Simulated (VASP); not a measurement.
# Hf3SiO8: relaxation of cell and atoms with PBE

The system is Hf3SiO8.

```
Hf Si O
1.0
     3.38894   -3.38894    0.00000
     3.38894    3.38894    0.00000
     0.00000    0.00000    6.38306
Hf Si O
3 1 8
Direct
  0.00000 0.00000 0.75000
  0.00000 0.00000 0.25000
  0.50000 0.50000 0.50000
  0.50000 0.50000 0.00000
  0.19496 0.19496 0.00000
  0.19496 0.19496 0.50000
  0.69496 0.30504 0.75000
  0.69496 0.30504 0.25000
  0.30504 0.69496 0.75000
  0.30504 0.69496 0.25000
  0.80504 0.80504 0.00000
  0.80504 0.80504 0.50000
```

```yaml
Program: VASP 6.6.1
Task: relaxation of cell and atoms
Functional: PBE
Potentials_or_basis: VASP PAW PBE potentials, release 64 (Hf_pv, Si, O)
Cutoff: 600 eV
k_mesh: 4 × 4 × 4
Occupations: gaussian, width 0.1 eV
Spin: no spin polarisation
Dipole_correction: no
Further_INCAR_settings: ALGO = Normal; EDIFF = 1e-07; IBRION = 2; EDIFFG = -0.04; NSW = 90; ISIF = 3
```

```
Relaxed volume                         : 11.43 Å³/atom
Relaxed cell                           : a = 4.698 Å, b = 4.698 Å, c = 6.216 Å, α = 90.00°, β = 90.00°, γ = 89.90°
Space group after relaxing (to 0.05 Å) : Cmmm (No. 65)
Energy gained by relaxing              : 166.1 meV/atom
Ionic steps                            : 12
Pressure after relaxing                : 0.0 GPa
Largest force after relaxing           : 0.017 eV/Å
Band gap on the k mesh                 : 2.75 eV, direct
```

Forces in eV/Å, atoms in the order of the input:
```
Hf   0.000  0.000 -0.017
Hf   0.000  0.000  0.017
Hf   0.000  0.000  0.000
Si   0.000  0.000  0.000
O    0.007  0.000  0.000
O    0.014  0.000  0.000
O    0.000 -0.003  0.000
O    0.000 -0.003  0.000
O    0.000  0.003  0.000
O    0.000  0.003  0.000
O   -0.007  0.000  0.000
O   -0.014  0.000  0.000
```

The path:
```tsv
step	energy change (eV)	largest force (eV/Å)	pressure (GPa)	volume (Å³)
1	0.0000	2.8604	-5.88	146.62
2	-1.6283	1.8002	2.66	137.26
3	-1.6425	1.9970	4.13	136.32
4	-1.7107	1.9303	-2.90	138.37
5	-1.9310	0.7336	-0.28	137.41
6	-1.9710	0.5354	-0.03	137.09
7	-1.9853	0.2704	-0.20	137.20
8	-1.9920	0.0991	0.29	136.93
9	-1.9920	0.0986	0.32	136.92
10	-1.9933	0.1207	-0.14	137.23
11	-1.9934	0.0677	-0.03	137.15
12	-1.9937	0.0171	0.00	137.18
```

Final structure:
```yaml
crystal:
  lattice:
    - [3.32477, -3.31895, 0.00000]
    - [3.32477, 3.31895, 0.00000]
    - [0.00000, 0.00000, 6.21590]
  atoms:
    - { symbol: Hf, position: [0.00000, 0.00000, 0.76013] }
    - { symbol: Hf, position: [0.00000, 0.00000, 0.23987] }
    - { symbol: Hf, position: [0.50000, 0.50000, 0.50000] }
    - { symbol: Si, position: [0.50000, 0.50000, 0.00000] }
    - { symbol: O, position: [0.21837, 0.21837, 0.00000] }
    - { symbol: O, position: [0.19285, 0.19285, 0.50000] }
    - { symbol: O, position: [0.68417, 0.31583, 0.77910] }
    - { symbol: O, position: [0.68417, 0.31583, 0.22090] }
    - { symbol: O, position: [0.31583, 0.68417, 0.77910] }
    - { symbol: O, position: [0.31583, 0.68417, 0.22090] }
    - { symbol: O, position: [0.78163, 0.78163, 0.00000] }
    - { symbol: O, position: [0.80715, 0.80715, 0.50000] }
```

Levels at points of the mesh, in eV from the valence-band top:
| k point | band 37 | band 38 | band 39 | band 40 | band 41 | band 42 | band 43 | band 44 | band 45 | band 46 |
| --- | --- | --- | --- | --- | --- | --- | --- | --- | --- | --- |
| (0.00, 0.00, 0.00) | -1.13 | -0.90 | -0.72 | -0.47 | 0.00 | 2.75 | 3.79 | 4.94 | 5.21 | 5.27 |
| (0.50, 0.00, 0.00) | -1.50 | -1.50 | -1.06 | -0.82 | -0.58 | 3.09 | 3.84 | 4.25 | 4.53 | 5.74 |
| (0.50, 0.50, 0.00) | -1.37 | -1.30 | -1.12 | -0.70 | -0.51 | 3.22 | 3.90 | 4.77 | 4.83 | 4.94 |
| (0.00, 0.00, 0.50) | -1.11 | -1.05 | -1.03 | -0.85 | -0.21 | 3.73 | 3.88 | 4.63 | 4.85 | 5.28 |
| (0.50, 0.00, 0.50) | -1.51 | -1.17 | -0.94 | -0.74 | -0.58 | 3.77 | 3.88 | 4.78 | 4.85 | 4.89 |
| (0.50, 0.50, 0.50) | -1.42 | -1.42 | -1.41 | -0.97 | -0.96 | 3.82 | 4.17 | 4.51 | 4.99 | 5.24 |

It took 15 min on 1 thread of Intel(R) Xeon(R) 6975P-C (Granite Rapids), with other jobs on the host, peak memory 0.39 GiB.

Caveat: spin-orbit coupling is left out, which moves the levels of the heavy elements. A k mesh can miss the band edges.
